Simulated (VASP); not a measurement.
# Nb (I4/mmm) in VASP: a series of runs

The runs below take Nb through single point, with r2SCAN.

All numbers are computed with VASP 6.6.1; they aren't measurements. Logs are shortened: lines on timing, memory, paths and dates and some standing lists are left out, and cuts for length are marked.

## (1) The cell of the first run

Symmetry: I4/mmm, No. 139, tetragonal system. The conventional cell has a = 2.901 Å, b = 2.901 Å, c = 4.230 Å, α = 90.00°, β = 90.00°, γ = 90.00°. Within 3.8 Å of Nb (site symmetry 4/mmm) lie 12 Nb at 2.90 to 2.95 Å.

## (2) Single point, r2SCAN (strain -0.030 along x and y, +0.000 along z)

Contents of POSCAR:

```
Nb
1.0
    0.0000000000      2.0515500000      2.1150000000
    2.0515500000      0.0000000000      2.1150000000
    2.0515500000      2.0515500000      0.0000000000
Nb
1
Direct
    0.0000000000      0.0000000000      0.0000000000
```

Contents of INCAR.step1:

```
SYSTEM = Nb
PREC = Accurate ; ENCUT = 520
ISMEAR = 0 ; SIGMA = 0.15
LREAL = .False. ; LASPH = .True.
NELM = 80 ; NBANDS = 12
GGA = PE ; ALGO = Normal
EDIFF = 1E-4 ; LWAVE = .True.
LCHARG = .False.
```

Contents of INCAR.step2:

```
SYSTEM = Nb
PREC = Accurate ; ENCUT = 520
EDIFF = 1E-6 ; ISMEAR = 0
SIGMA = 0.15 ; LREAL = .False.
LASPH = .True. ; NELM = 80
ALGO = Normal ; ISIF = 2
LWAVE = .False. ; LCHARG = .True.
METAGGA = R2SCAN ; LMIXTAU = .True.
LELF = .True. ; LVHAR = .True.
NBANDS = 12 ; ISTART = 1
```

Contents of KPOINTS:

```
Automatic mesh
0
Gamma
  20 20 20
  0 0 0
```

Potentials or basis: VASP PAW PBE potentials, release 64 (Nb_sv).

On the command line:

```
> cat potpaw_PBE.64/Nb_sv/POTCAR > POTCAR
> cp INCAR.step1 INCAR
> mpirun -np 1 vasp_std > vasp.out
> cp INCAR.step2 INCAR
> mpirun -np 1 vasp_std > vasp.out
```

OUTCAR:

```text
SYSTEM = Nb
   PREC = Accurate
   ENCUT = 520
   EDIFF = 1E-6
   ISMEAR = 0
   LREAL = .False.
   LASPH = .True.
   NELM = 80
   ISIF = 2
   METAGGA = R2SCAN
   ISTART = 1

 ion  position               nearest neighbor table
   1  0.000  0.000  0.000-

  LATTYP: Found a body centered tetragonal cell.
 ALAT       =     2.9013298339
 C/A-ratio  =     1.4579521262

  Lattice vectors:

 A1 = (  -2.0515500000,   0.0000000000,   2.1150000000)
 A2 = (   2.0515500000,   0.0000000000,   2.1150000000)
 A3 = (   0.0000000000,   2.0515500000,  -2.1150000000)

Analysis of symmetry for initial positions (statically):
=====================================================================
 Subroutine PRICEL returns:
 Original cell was already a primitive cell.

 Routine SETGRP: Setting up the symmetry group for a
 body centered tetragonal supercell.

 Subroutine GETGRP returns: Found 16 space group operations
 (whereof 16 operations were pure point group operations)
 out of a pool of 16 trial point group operations.

The static configuration has the point symmetry D_4h.

Analysis of symmetry for dynamics (positions and initial velocities):
=====================================================================
 Subroutine PRICEL returns:
 Original cell was already a primitive cell.

 Routine SETGRP: Setting up the symmetry group for a
 body centered tetragonal supercell.

 Subroutine GETGRP returns: Found 16 space group operations
 (whereof 16 operations were pure point group operations)
 out of a pool of 16 trial point group operations.

The dynamic configuration has the point symmetry D_4h.

 Subroutine INISYM returns: Found 16 space group operations
 (whereof 16 operations are pure point group operations),
 and found     1 'primitive' translations

----------------------------------------------------------------------------------------

                                     Primitive cell

  volume of cell :      17.8035

  direct lattice vectors                    reciprocal lattice vectors
     0.000000000  2.051550000  2.115000000    -0.243718164  0.243718164  0.236406619
     2.051550000  0.000000000  2.115000000     0.243718164 -0.243718164  0.236406619
     2.051550000  2.051550000  0.000000000     0.243718164  0.243718164 -0.236406619

  length of vectors
     2.946537358  2.946537358  2.901329834     0.417953558  0.417953558  0.417953558

  position of ions in fractional coordinates (direct lattice)
     0.000000000  0.000000000  0.000000000

  ion indices of the primitive-cell ions
   primitive index   ion index
                 1           1

----------------------------------------------------------------------------------------

 KPOINTS: Automatic mesh

Automatic generation of k-mesh.
 Grid dimensions read from file:
 generate k-points for:   20   20   20

 Generating k-lattice:

  Cartesian coordinates                     Fractional coordinates (reciprocal lattice)
    -0.012185908  0.012185908  0.011820331     0.050000000  0.000000000  0.000000000
     0.012185908 -0.012185908  0.011820331     0.000000000  0.050000000  0.000000000
     0.012185908  0.012185908 -0.011820331     0.000000000  0.000000000  0.050000000

  Length of vectors
     0.020897678  0.020897678  0.020897678

  Shift w.r.t. Gamma in fractional coordinates (k-lattice)
     0.000000000  0.000000000  0.000000000

 Subroutine IBZKPT returns following result:
 ===========================================

 Found    641 irreducible k-points:

 Following reciprocal coordinates:
            Coordinates               Weight
  0.000000  0.000000  0.000000      1.000000
  0.050000 -0.000000  0.000000      8.000000
  0.100000  0.000000  0.000000      8.000000
  0.150000 -0.000000  0.000000      8.000000
  0.200000  0.000000  0.000000      8.000000
  0.250000 -0.000000  0.000000      8.000000
[... 16 lines left out ...]
 -0.400000  0.050000  0.000000      8.000000
 -0.350000  0.050000  0.000000      8.000000
 [... further k-points ...]
   k-points           NKPTS =    641   k-points in BZ     NKDIM =    641   number of bands    NBANDS=     12
   number of dos      NEDOS =    301   number of ions     NIONS =      1
   total plane-waves  NPLWV =  13824
   dimension x,y,z NGX =    24 NGY =   24 NGZ =   24
   dimension x,y,z NGXF=    48 NGYF=   48 NGZF=   48
   ions per type =               1
   NGX,Y,Z   is equivalent  to a cutoff of  13.54, 13.54, 13.75 a.u.
   NGXF,Y,Z  is equivalent  to a cutoff of  27.08, 27.08, 27.50 a.u.
 SYSTEM =  Nb
   PREC   = accura    normal or accurate (medium, high low for compatibility)
   ISTART =      1    job   : 0-new  1-cont  2-samecut
   ICHARG =      0    charge: 1-file 2-atom 10-const
   ISPIN  =      1    spin polarized calculation?
   LNONCOLLINEAR =      F non collinear calculations
   LSORBIT =      F    spin-orbit coupling
   LASPH  =      T    aspherical Exc in radial PAW
   ENCUT  =  520.0 eV  38.22 Ry    6.18 a.u.   5.48  5.48  5.39*2*pi/ulx,y,z
   NELM   =     80;   NELMIN=  2; NELMDL=  0     # of ELM steps
   EDIFF  = 0.1E-05   stopping-criterion for ELM
   LREAL  =      F    real-space projection
   EDIFFG = 0.1E-04   stopping-criterion for IOM
   NSW    =      0    number of steps for IOM
   IBRION =     -1    ionic relax: 0-MD 1-quasi-New 2-CG
   NFREE  =      0    steps in history (QN), initial steepest desc. (CG)
   ISIF   =      2    stress and relaxation
   ISYM   =      2    0-nonsym 1-usesym 2-fastsym
   POTIM  = 0.5000    time-step for ionic-motion
   TEBEG  =    0.0;   TEEND  =   0.0 temperature during run
   PSTRESS=    0.0 pullay stress
   NELECT =      13.0000    total number of electrons
   NUPDOWN=      -1.0000    fix difference up-down
   EMIN   =  10.00;   EMAX   =-10.00  energy-range for DOS
   EFERMI =   0.00;   METHOD = LEGACY
   ISMEAR =     0;   SIGMA  =   0.15  broadening in eV -4-tet -1-fermi 0-gaus
   EFERMI_NEDOS =   21; number of points for ismear=-14 and -15
   IALGO  =     38    algorithm
   IMIX   =      4    mixing-type and parameters
     AMIX     =   0.40;   BMIX     =  1.00
     AMIX_MAG =   1.60;   BMIX_MAG =  1.00
  volume/ion in A,a.u.               =      17.80       120.14
  Fermi-wavevector in a.u.,A,eV,Ry     =   1.474193  2.785821 29.568804  2.173246
  Thomas-Fermi vector in A             =   2.588994
   LORBIT       =      0    0 simple, 1 ext, 2 COOP (PROOUT), +10 PAW based schemes
   METAGGA = R2SCAN    functional components
   LHFCALC =     F    Hartree Fock is set to
   AEXX    =    0.0000 exact exchange contribution
   IVDW    =     0    specifies the selected vdW correction
   LEPSILON=     F    determine dielectric tensor
   LRPA    =     F    only Hartree local field effects (RPA)
 non-spin polarized calculation
 Gauss-broadening in eV      SIGMA  =   0.15
  energy-cutoff  :      520.00
  volume of cell :       17.80
 maximum number of plane-waves:       505
 NGX is ok and might be reduce to    24
   NGX = 11   NGY = 11   NGZ = 11

 number of electron      13.0000000 magnetization

 Free energy of the ion-electron system (eV)
  ---------------------------------------------------
  ext. energy  EPLUGINS =         0.00000000
  ---------------------------------------------------
  free energy    TOTEN  =       -24.50777260 eV

  energy without entropy =      -24.49355023  energy(sigma->0) =      -24.50066141

 E-fermi :  11.7177     XC(G=0): -13.6848

 val. band max:       11.7168492067   @ k =  -0.1500   0.2000   0.0500
 cond. band min:      11.7177179742   @ k =   0.3500   0.2000   0.1500
 fundamental gap:      0.0008687675
 Fermi energy:        11.7176862662

 k-point     1 :       0.0000    0.0000    0.0000
  band No.  band energies     occupation
      1     -44.8508      2.00000
      2     -19.3819      2.00000
      3     -19.3682      2.00000
      4     -19.3682      2.00000
      5       4.9984      2.00000
      6      11.5364      1.91251
      7      11.9704      0.01721
      8      11.9704      0.01721
      9      14.5405      0.00000
     10      15.1213      0.00000
     11      24.0189      0.00000
     12      28.7955      0.00000

 k-point     2 :       0.0500   -0.0000    0.0000
  band No.  band energies     occupation
      1     -44.8445      2.00000
      2     -19.4132      2.00000
      3     -19.3819      2.00000
      4     -19.3721      2.00000
      5       5.1028      2.00000
      6      11.5372      1.91118
      7      11.9288      0.04654
      8      12.0191      0.00448
      9      14.5003      0.00000
     10      15.0681      0.00000
     11      24.2361      0.00000
     12      28.7131      0.00000

 k-point     3 :       0.1000    0.0000    0.0000
  band No.  band energies     occupation
      1     -44.8262      2.00000
      2     -19.5262      2.00000
      3     -19.3988      2.00000
      4     -19.3837      2.00000
      5       5.4054      2.00000
      6      11.4354      1.99221
      7      11.9242      0.05150
      8      12.1530      0.00004
      9      14.4083      0.00000
     10      14.9341      0.00000
     11      24.8344      0.00000
     12      27.9841      0.00000
[... 286 lines left out ...]
 k-point    23 :      -0.4000    0.0500    0.0000
  band No.  band energies     occupation
      1     -44.6022      2.00000
      2     -20.7724      2.00000
      3     -19.6173      2.00000
      4     -19.5127      2.00000
      5       7.5745      2.00000
      6      11.4441      1.99010
      7      12.0383      0.00250
      8      12.4643      0.00000
      9      16.2556      0.00000
     10      17.0662      0.00000
     11      23.3125      0.00000
     12      25.2675      0.00000

 k-point    24 :      -0.3500    0.0500    0.0000
  band No.  band energies     occupation
      1     -44.6279      2.00000
      2     -20.6385      2.00000
      3     -19.5997      2.00000
      4     -19.4920      2.00000
      5       7.5853      2.00000
      6      11.6083      1.69759
      7      11.7962      0.45892
      8      12.1712      0.00002
      9      15.7059      0.00000
     10      16.5793      0.00000
     11      23.5323      0.00000
     12      26.5307      0.00000

 [... further k-points ...]
[... 5 lines left out ...]
  --------------------------------------------------------------------------------------
  -------------------------------------------------------------------------------------
  Total        0.5902354      0.5902354      1.6384640      0.0000000      0.0000000     -0.0000000
  in kB       53.1167212     53.1167212    147.4493645      0.0000000      0.0000000     -0.0000000
  external PRESSURE =      84.5609356 kB  Pullay stress =       0.0000000 kB

 VOLUME and BASIS-vectors are now :
 -----------------------------------------------------------------------------
  energy-cutoff  :      520.00
  volume of cell :       17.80
      direct lattice vectors                 reciprocal lattice vectors
     0.000000000  2.051550000  2.115000000    -0.243718164  0.243718164  0.236406619
     2.051550000  0.000000000  2.115000000     0.243718164 -0.243718164  0.236406619
     2.051550000  2.051550000  0.000000000     0.243718164  0.243718164 -0.236406619

 POSITION                                       TOTAL-FORCE (eV/Angst)
 -----------------------------------------------------------------------------------
      0.00000      0.00000      0.00000        -0.000000      0.000000      0.000000
 -----------------------------------------------------------------------------------
    total drift:                               -0.000000      0.000000      0.000000

  FREE ENERGIE OF THE ION-ELECTRON SYSTEM (eV)
  ---------------------------------------------------
  free  energy   TOTEN  =       -24.5077725977 eV

  energy  without entropy=      -24.4935502320  energy(sigma->0) =      -24.50066141
```

It took 5 min on 1 thread of AMD EPYC 9R45 (Zen 5), shared host; peak memory 0.22 GiB.

What came out:

```yaml
Free_energy: -24.5078 eV
Pressure: 8.5 GPa
Band_gap_on_the_k_mesh: zero (an odd number of electrons rules out a gap without spin polarisation)
```

Stress tensor (GPa, compression positive):
```
 5.31  0.00  0.00
 0.00  5.31  0.00
 0.00  0.00 14.74
```

Levels at points of the mesh, in eV from the Fermi level:
```csv
k point,band 2,band 3,band 4,band 5,band 6,band 7,band 8,band 9,band 10,band 11
"(0.00, 0.00, 0.00)",-31.10,-31.09,-31.09,-6.72,-0.18,0.25,0.25,2.82,3.40,12.30
"(0.50, 0.00, 0.00)",-32.59,-31.31,-31.25,-4.27,-0.29,0.17,1.48,5.13,5.33,11.80
"(0.50, 0.50, 0.00)",-32.48,-31.56,-31.56,-4.54,-3.77,3.60,5.33,5.80,5.80,12.62
"(0.50, 0.00, 0.50)",-32.49,-31.68,-31.60,-4.56,-3.81,4.19,5.24,5.61,5.99,11.90
```

Caveat: the cell differs from its parent crystal (strain -0.030 along x and y, +0.000 along z); the stress differs along the axes, from 5 to 15 GPa; the PAW data sets were made with another functional, which shifts forces and pressure a little.

## (3) Single point, r2SCAN (strain -0.030 along x and y, +0.030 along z)

Contents of POSCAR:

```
Nb
1.0
    0.0000000000      2.0515500000      2.1784500000
    2.0515500000      0.0000000000      2.1784500000
    2.0515500000      2.0515500000      0.0000000000
Nb
1
Direct
    0.0000000000      0.0000000000      0.0000000000
```

Contents of INCAR.step1:

```
SYSTEM = Nb
  PREC = Accurate
  ENCUT = 520
  ISMEAR = 0
  SIGMA = 0.15
  LREAL = .False.
  LASPH = .True.
  NELM = 60
  NBANDS = 12
  GGA = PE
  ALGO = Normal
  EDIFF = 1E-4
  LWAVE = .True.
  LCHARG = .False.
```

Contents of INCAR.step2:

```
SYSTEM = Nb
  PREC = Accurate
  ENCUT = 520
  EDIFF = 1E-6
  ISMEAR = 0
  SIGMA = 0.15
  LREAL = .False.
  LASPH = .True.
  NELM = 60
  ALGO = Normal
  ISIF = 2
  LWAVE = .False.
  LCHARG = .True.
  METAGGA = R2SCAN
  LMIXTAU = .True.
  LELF = .True.
  LVHAR = .True.
  NBANDS = 12
  ISTART = 1
```

KPOINTS is that of step 2.

Potentials or basis: VASP PAW PBE potentials, release 64 (Nb_sv).

On the command line:

```
> cat potpaw_PBE.64/Nb_sv/POTCAR > POTCAR
> cp INCAR.step1 INCAR
> mpirun -np 1 vasp_std > vasp.out
> cp INCAR.step2 INCAR
> mpirun -np 1 vasp_std > vasp.out
```

Run time: 5.3 min. Hardware: 1 thread of AMD EPYC 9R45 (Zen 5), shared host; peak memory 0.23 GiB.

The run converged. Its results:

```
Free energy            : -24.5519 eV
Pressure               : 2.4 GPa
Band gap on the k mesh : zero (an odd number of electrons rules out a gap without spin polarisation)
```

Stress tensor (GPa, compression positive):
```
-2.18  0.00  0.00
 0.00 -2.18  0.00
 0.00  0.00 11.42
```

Levels at points of the mesh, in eV from the Fermi level:
```tsv
k point	band 2	band 3	band 4	band 5	band 6	band 7	band 8	band 9	band 10	band 11
(0.00, 0.00, 0.00)	-31.17	-31.14	-31.14	-6.63	-0.38	0.46	0.46	2.47	3.59	12.35
(0.50, 0.00, 0.00)	-32.52	-31.39	-31.26	-4.12	-0.41	0.45	1.39	4.90	5.25	11.42
(0.50, 0.50, 0.00)	-32.42	-31.53	-31.53	-4.33	-3.56	3.07	5.23	5.61	5.61	12.69
(0.50, 0.00, 0.50)	-32.43	-31.75	-31.60	-4.35	-3.61	4.21	5.03	5.24	5.99	11.33
```

Caveat: the cell differs from its parent crystal (strain -0.030 along x and y, +0.030 along z); the stress differs along the axes, from -2 to 11 GPa; the PAW data sets were made with another functional, which shifts forces and pressure a little.
